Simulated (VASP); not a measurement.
# MnO2: single point with PBE+D3(BJ)+U

The system is MnO2.

```
Mn O
1.0
     4.49483    0.00000    0.00000
     0.00000    4.49483    0.00000
     0.00000    0.00000    2.96414
Mn O
2 4
Cartesian
  0.0000 0.0000 0.0000
  2.2474 2.2474 1.4821
  1.3779 1.3779 0.0000
  0.8696 3.6253 1.4821
  3.1170 3.1170 0.0000
  3.6253 0.8696 1.4821
```

```json
{"Program": "VASP 6.6.1", "Task": "single point", "Functional": "PBE", "Dispersion": "D3(BJ)", "Potentials or basis": "VASP PAW PBE potentials, release 64 (Mn_sv, O)", "Cutoff": "700 eV", "k mesh": "6 × 6 × 8", "Occupations": "gaussian, width 0.05 eV", "Spin": "collinear spin", "Starting moments": "[3.12, 3.12, -0.13, -0.13, -0.13, -0.13] μB", "Hubbard terms": "Mn d U = 3.9 eV", "Dipole correction": "no", "Further INCAR settings": "ALGO = Normal; EDIFF = 1e-06; NBANDS = 40"}
```

- Pressure: -9.6 GPa
- Largest force: 0.029 eV/Å
- Net moment: 6.06 μB per cell
- Site moments: Mn +3.03; O -0.06 μB
- Valence electrons inside the program's atomic spheres: Mn 12.63; O 5.01
- Dispersion energy per atom: -0.150 eV

Forces in eV/Å, atoms in the order of the input:
```
Mn   0.000  0.000  0.000
Mn   0.000  0.000  0.000
O    0.021  0.021  0.000
O   -0.021  0.021  0.000
O   -0.021 -0.021  0.000
O    0.021 -0.021  0.000
```

Stress tensor (GPa, compression positive):
```
 -8.87   0.00   0.00
  0.00  -8.87   0.00
  0.00   0.00 -11.01
```

Levels at points of the mesh, in eV from the Fermi level:
Spin up:
```tsv
k point	band 27	band 28	band 29	band 30	band 31	band 32	band 33	band 34
(0.00, 0.00, 0.00)	-1.04	-0.46	-0.46	-0.44	0.03	2.70	2.70	3.12
(0.50, 0.00, 0.00)	-1.49	-1.49	-0.71	-0.71	2.12	2.12	2.55	2.55
(0.50, 0.50, 0.00)	-1.33	-1.33	-0.19	-0.19	1.13	1.13	2.66	2.66
(0.00, 0.00, 0.50)	-1.23	-1.23	-0.41	-0.41	1.17	1.17	1.60	1.60
(0.50, 0.00, 0.50)	-1.11	-1.11	-0.42	-0.42	0.04	0.04	3.14	3.14
(0.50, 0.50, 0.50)	-0.68	-0.68	-0.50	-0.50	1.63	1.63	1.84	1.84
```
Spin down:
```tsv
k point	band 20	band 21	band 22	band 23	band 24	band 25	band 26	band 27	band 28	band 29
(0.00, 0.00, 0.00)	-2.95	-1.27	-0.46	-0.46	0.19	1.88	2.02	2.23	2.23	2.39
(0.50, 0.00, 0.00)	-3.00	-2.27	-2.27	-0.63	-0.63	2.43	2.43	2.75	2.75	3.28
(0.50, 0.50, 0.00)	-2.10	-1.81	-1.81	-1.39	-1.39	1.83	1.83	2.24	2.24	3.53
(0.00, 0.00, 0.50)	-3.27	-2.17	-2.17	-1.67	-1.67	2.74	2.74	2.88	2.88	3.46
(0.50, 0.00, 0.50)	-3.24	-2.05	-2.05	-0.96	-0.96	1.98	1.98	2.68	2.68	3.06
(0.50, 0.50, 0.50)	-3.23	-1.05	-1.05	-0.89	-0.89	2.58	2.58	2.87	2.87	3.05
```

Eigenvalues of the final occupation matrices:
```tsv
site	spin	trace	eigenvalues
site 1 d	1	3.69	0.44 0.46 0.92 0.93 0.94
site 1 d	2	0.68	0.05 0.08 0.09 0.22 0.25
site 2 d	1	3.69	0.44 0.46 0.92 0.93 0.94
site 2 d	2	0.68	0.05 0.08 0.09 0.22 0.25
```

Wall time 8 min on 1 thread of Intel(R) Xeon(R) Platinum 8259CL CPU @ 2.50GHz (Skylake/Cascade Lake), with other jobs on the host, peak memory 0.41 GiB.

Caveat: the cell stands under tension.
